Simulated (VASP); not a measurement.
A run of VASP 6.6.1 is set up as follows.

File INCAR:

```
PREC     = Accurate       # precision mode
ENCUT    = 520            # plane-wave cutoff, eV
EDIFF    = 1E-6           # SCF threshold, eV
ISMEAR   = 0              # smearing method
SIGMA    = 0.01           # smearing width, eV
LREAL    = False          # projectors in reciprocal space
LASPH    = True           # aspherical terms in the spheres
NELM     = 60             # most SCF steps
ALGO     = Normal         # electronic algorithm
ISIF     = 2              # what is computed and relaxed
LWAVE    = False          # write WAVECAR
LCHARG   = False          # write CHGCAR
GGA      = PE             # functional
NBANDS   = 15             # bands
```

Contents of KPOINTS:

```
regular mesh
0
Gamma
  6 6 6
```

The input POSCAR:

```
KCl
1.0
    0.0000000000      3.1240781133      3.1240781133
    3.1240781133      0.0000000000      3.1240781133
    3.1240781133      3.1240781133      0.0000000000
K Cl
1 1
Direct
    0.0000000000      0.0000000000      0.0000000000
    0.5000000000      0.5000000000      0.5000000000
```

Potentials or basis: VASP PAW PBE potentials, release 64 (K_sv, Cl).

Command:

```bash
$ cat potpaw_PBE.64/K_sv/POTCAR potpaw_PBE.64/Cl/POTCAR > POTCAR
$ mpirun -np 1 vasp_std > vasp.out
```

Q: Estimate the pressure.

A: 1.2 GPa.

Q: What does it give for the band gap on the k mesh?

A: 5.26 eV, direct.
